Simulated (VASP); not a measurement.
# Ni (P6_3/mmc) in VASP: notebook, part 2 of 2

VASP 6.6.1. The steps go on from the part before.

**6. Single point, revPBE, collinear spin, ferromagnetic start (9.81 Å³/atom)**

This run uses another cell than the first one, of 9.81 Å³/atom.

Input file INCAR:

```
SYSTEM = Ni
PREC     = Accurate       ! precision mode
ENCUT    = 520            ! plane-wave cutoff, eV
EDIFF    = 1E-7           ! SCF threshold, eV
ISMEAR   = -1             ! smearing method
SIGMA    = 0.05           ! smearing width, eV
LREAL    = .FALSE.        ! projectors in reciprocal space
LASPH    = .TRUE.         ! aspherical terms in the spheres
NELM     = 150            ! most SCF steps
ALGO     = Normal         ! electronic algorithm
ISIF     = 2              ! what is computed and relaxed
LWAVE    = .FALSE.        ! write WAVECAR
LCHARG   = .FALSE.        ! write CHGCAR
ISPIN    = 2              ! spin polarisation
MAGMOM   = -0.696 -0.696 -0.705 -0.705 ! initial moments
LORBIT   = 11             ! projections on sites
LMAXMIX  = 4              ! l up to which the mixer works
GGA      = RE             ! functional
NBANDS   = 32             ! bands
```

Input file KPOINTS:

```
regular mesh
0
G
  16 16 5
  0 0 0
```

Input file POSCAR:

```
Ni
1.0
    2.4009969445      0.0000000000      0.0000000000
   -1.2004984722      2.0793243483      0.0000000000
    0.0000000000      0.0000000000      7.8587686986
Ni
4
Direct
    0.0000000000      0.0000000000      1.0000000000
    0.0000000000      0.0000000000      0.5000000000
    0.3333333333      0.6666666667      0.2500000000
    0.6666666667      0.3333333333      0.7500000000
```

Potentials or basis: VASP PAW PBE potentials, release 64 (Ni).

Command:

```console
$ cat potpaw_PBE.64/Ni/POTCAR > POTCAR
$ mpirun -np 1 vasp_std > vasp.out
```

OUTCAR:

```text
SYSTEM = Ni
   PREC = Accurate
   ENCUT = 520
   EDIFF = 1E-7
   ISMEAR = -1
   LREAL = .FALSE.
   LASPH = .TRUE.
   NELM = 150
   ISIF = 2
   ISPIN = 2
   LORBIT = 11
   GGA = RE

 ion  position               nearest neighbor table
   1  0.000  0.000  0.000-   3 2.40   4 2.40   3 2.40   4 2.40   4 2.40   3 2.40
   2  0.000  0.000  0.500-   3 2.40   4 2.40   3 2.40   4 2.40   4 2.40   3 2.40
   3  0.333  0.667  0.250-   1 2.40   2 2.40   1 2.40   2 2.40   1 2.40   2 2.40
   4  0.667  0.333  0.750-   1 2.40   2 2.40   1 2.40   2 2.40   1 2.40   2 2.40

  LATTYP: Found a hexagonal cell.
 ALAT       =     2.4009969445
 C/A-ratio  =     3.2731273218

  Lattice vectors:

 A1 = (   2.4009969445,   0.0000000000,   0.0000000000)
 A2 = (  -1.2004984722,   2.0793243483,   0.0000000000)
 A3 = (   0.0000000000,   0.0000000000,   7.8587686986)

Analysis of symmetry for initial positions (statically):
=====================================================================
 Subroutine PRICEL returns:
 Original cell was already a primitive cell.

 Routine SETGRP: Setting up the symmetry group for a
 hexagonal supercell.
[... 1887 lines left out ...]
  --------------------------------------------------------------------------------------
  -------------------------------------------------------------------------------------
  Total        7.6131987      7.6131987      7.8141344      0.0000000      0.0000000      0.0000000
  in kB      310.8918919    310.8918918    319.0972839      0.0000000      0.0000000      0.0000000
  external PRESSURE =     313.6270225 kB  Pullay stress =       0.0000000 kB

 VOLUME and BASIS-vectors are now :
 -----------------------------------------------------------------------------
  energy-cutoff  :      520.00
  volume of cell :       39.23
      direct lattice vectors                 reciprocal lattice vectors
     2.400996945  0.000000000  0.000000000     0.416493658  0.240462725  0.000000000
    -1.200498472  2.079324348  0.000000000     0.000000000  0.480925451  0.000000000
     0.000000000  0.000000000  7.858768699     0.000000000  0.000000000  0.127246397

 POSITION                                       TOTAL-FORCE (eV/Angst)
 -----------------------------------------------------------------------------------
      0.00000      0.00000      0.00000         0.000000     -0.000000     -0.000000
      0.00000      0.00000      3.92938         0.000000     -0.000000     -0.000000
     -0.00000      1.38622      1.96469         0.000000     -0.000000      0.000000
      1.20050      0.69311      5.89408        -0.000000      0.000000     -0.000000
 -----------------------------------------------------------------------------------
    total drift:                                0.000000     -0.000000      0.000000

  FREE ENERGIE OF THE ION-ELECTRON SYSTEM (eV)
  ---------------------------------------------------
  free  energy   TOTEN  =       -19.7706584989 eV

  energy  without entropy=      -19.7180375433  energy(sigma->0) =      -19.74434802

 total charge

# of ion       s       p       d       tot
------------------------------------------
    1        0.543   0.595   8.373   9.512
    2        0.543   0.595   8.373   9.512
    3        0.543   0.598   8.370   9.512
    4        0.543   0.598   8.370   9.512
--------------------------------------------------
tot          2.173   2.387  33.487  38.046

 magnetization (x)

# of ion       s       p       d       tot
------------------------------------------
    1        0.007   0.027  -0.615  -0.581
    2        0.007   0.027  -0.615  -0.581
    3        0.007   0.027  -0.630  -0.596
    4        0.007   0.027  -0.630  -0.596
--------------------------------------------------
tot          0.027   0.109  -2.490  -2.355
```

OSZICAR:

```text
N       E                     dE             d eps       ncg     rms          rms(c)
DAV:   1     0.257778186013E+03    0.25778E+03   -0.17247E+04 12064   0.183E+03
DAV:   2    -0.545328255278E+01   -0.26323E+03   -0.24731E+03 11552   0.327E+02
DAV:   3    -0.232115912920E+02   -0.17758E+02   -0.17056E+02 13056   0.107E+02
DAV:   4    -0.235187396260E+02   -0.30715E+00   -0.30683E+00 13224   0.147E+01
DAV:   5    -0.235292892742E+02   -0.10550E-01   -0.10549E-01 14840   0.219E+00    0.216E+01
DAV:   6    -0.206059312640E+02    0.29234E+01   -0.18318E+01 13168   0.681E+01    0.104E+01
DAV:   7    -0.198655171457E+02    0.74041E+00   -0.33391E+00 13184   0.281E+01    0.509E+00
DAV:   8    -0.205705657724E+02   -0.70505E+00   -0.38819E+00 14312   0.376E+01    0.130E+01
DAV:   9    -0.197728977673E+02    0.79767E+00   -0.22132E+00 14104   0.316E+01    0.166E+00
DAV:  10    -0.197709966768E+02    0.19011E-02   -0.54793E-02 15408   0.256E+00    0.440E-01
DAV:  11    -0.197709506205E+02    0.46056E-04   -0.53448E-03 13432   0.694E-01    0.276E-01
DAV:  12    -0.197707093100E+02    0.24131E-03   -0.16293E-04 16072   0.144E-01    0.131E-01
DAV:  13    -0.197706449420E+02    0.64368E-04   -0.63022E-05 19208   0.100E-01    0.427E-02
DAV:  14    -0.197706554957E+02   -0.10554E-04   -0.22512E-05 15320   0.622E-02    0.196E-02
DAV:  15    -0.197706583884E+02   -0.28926E-05   -0.59434E-06 15064   0.307E-02    0.997E-03
DAV:  16    -0.197706585340E+02   -0.14560E-06   -0.88524E-07 13040   0.859E-03    0.499E-03
DAV:  17    -0.197706584989E+02    0.35054E-07   -0.92658E-08  7216   0.451E-03
   1 F= -.19770658E+02 E0= -.19744348E+02  d E =-.526210E-01  mag=    -2.3439
```

stdout:

```text
POSCAR found type information on POSCAR Ni
 POSCAR found :  1 types and       4 ions
 scaLAPACK will be used
 -----------------------------------------------------------------------------
|                                                                             |
|                                                                             |
|     You enforced a specific xc type in the INCAR file but a different       |
|     I HOPE YOU KNOW WHAT YOU ARE DOING!                                     |
|                                                                             |
 -----------------------------------------------------------------------------

 LDA part: xc-table for (Slater+PW92), standard interpolation
 POSCAR, INCAR and KPOINTS ok, starting setup
 FFT: planning ... GRIDC
 FFT: planning ... GRID_SOFT
 FFT: planning ... GRID
 WAVECAR not read
 entering main loop
```

It took 1.9 min on 1 thread of Intel Xeon 6975P-C (Granite Rapids), shared host; peak memory 0.27 GiB.

What came out:

```
Free energy                                           : -19.7707 eV
Pressure                                              : 31.4 GPa
Net moment                                            : -2.34 μB per cell
Site moments                                          : Ni -0.58, -0.60 (each value once) μB
Valence electrons inside the program's atomic spheres : Ni 9.51
```

Levels at points of the mesh, in eV from the Fermi level:
Spin up:
```
           k point  band 16  band 17  band 18  band 19  band 20  band 21  band 22  band 23
(0.00, 0.00, 0.00)    -1.02    -1.02    -0.64    -0.64    -0.58    -0.35    -0.35     0.09
(0.50, 0.00, 0.00)     0.18     0.19     0.23     0.32     0.34     0.37     1.29     2.89
```
Spin down:
```tsv
k point	band 18	band 19	band 20	band 21	band 22	band 23	band 24	band 25
(0.00, 0.00, 0.00)	-1.28	-1.28	-1.01	-1.01	-0.62	-0.62	-0.52	6.44
(0.50, 0.00, 0.00)	-0.46	-0.45	-0.44	0.11	1.30	2.56	3.16	7.29
```

Caveat: the cell stands under pressure; the PAW data sets were made with another functional, which shifts forces and pressure a little.

**7. Overview**

| spin | cell | k mesh | gap on the mesh (eV) | pressure (GPa) | moment (μB) |
| --- | --- | --- | --- | --- | --- |
| collinear, ferromagnetic start | a = 2.506, b = 2.506, c = 8.201 Å, angles 90.0, 90.0, 120.0°, 4 atoms | 14 × 14 × 4 | none | 0.0 | 2.57 |
| collinear, ferromagnetic start | a = 2.401, b = 2.401, c = 7.859 Å, angles 90.0, 90.0, 120.0°, 4 atoms | 16 × 16 × 5 | none | 31.4 | 2.34 |
| collinear, ferromagnetic start | a = 2.437, b = 2.437, c = 7.976 Å, angles 90.0, 90.0, 120.0°, 4 atoms | 16 × 16 × 5 | none | 18.2 | 2.38 |
| collinear, antiferromagnetic start | a = 2.506, b = 2.506, c = 8.201 Å, angles 90.0, 90.0, 120.0°, 4 atoms | 14 × 14 × 4 | none | -0.8 | 0.05 |

Alike in all rows: task single point; level revPBE; potentials or basis VASP PAW PBE potentials, release 64 (Ni); cutoff (eV) 520; smearing fermi-dirac 0.05 eV.

Caveats: the PAW data sets were made with another functional, which shifts forces and pressure a little; the cell stands under pressure (at least some runs).

Absolute energies hang on the potentials; compare differences alone.
